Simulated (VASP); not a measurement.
Wanted: the native input for a VASP 6.6.1 run.

* Task: single point
* Functional: PBE
* Potentials or basis: VASP PAW PBE potentials, release 64 (Ti_sv, Te)
* Cutoff: 520 eV
* k mesh: 6 × 6 × 6
* Occupations: fermi-dirac, width 0.02 eV
* Spin: no spin polarisation
* Dipole correction: no
* Further INCAR settings: ALGO = Normal; EDIFF = 1e-06; NBANDS = 19

The structure of TiTe2 lies in POSCAR:

```
TiTe2
1.0
    0.0000000000      3.4401227511      3.4401227511
    3.4401227511      0.0000000000      3.4401227511
    3.4401227511      3.4401227511      0.0000000000
Ti Te
1 2
Direct
    0.0000000000      0.0000000000      0.0000000000
    0.2500000000      0.2500000000      0.2500000000
    0.7500000000      0.7500000000      0.7500000000
```

One way to write it, as run:

INCAR

```
PREC = Accurate ; ENCUT = 520
EDIFF = 1E-6 ; ISMEAR = -1
SIGMA = 0.02 ; LREAL = False
LASPH = True ; NELM = 80
ALGO = Normal ; ISIF = 2
LWAVE = False ; LCHARG = False
GGA = PE ; NBANDS = 19
```

KPOINTS

```
regular mesh
0
Gamma
  6 6 6
```

Potentials or basis: VASP PAW PBE potentials, release 64 (Ti_sv, Te).

Command:

```console
$ cat potpaw_PBE.64/Ti_sv/POTCAR potpaw_PBE.64/Te/POTCAR > POTCAR
$ mpirun -np 1 vasp_std > vasp.out
```

It gave:

```yaml
Pressure: -0.2 GPa
Band_gap_on_the_k_mesh: zero (band 12 reaches 7.47 eV, above the bottom of band 13 at 7.16 eV)
```

Caveat: spin-orbit coupling is left out, which moves the levels of the heavy elements.

It took 13 s on 1 thread of Intel(R) Xeon(R) 6975P-C (Granite Rapids) (shared host), peak memory 0.2 GiB.
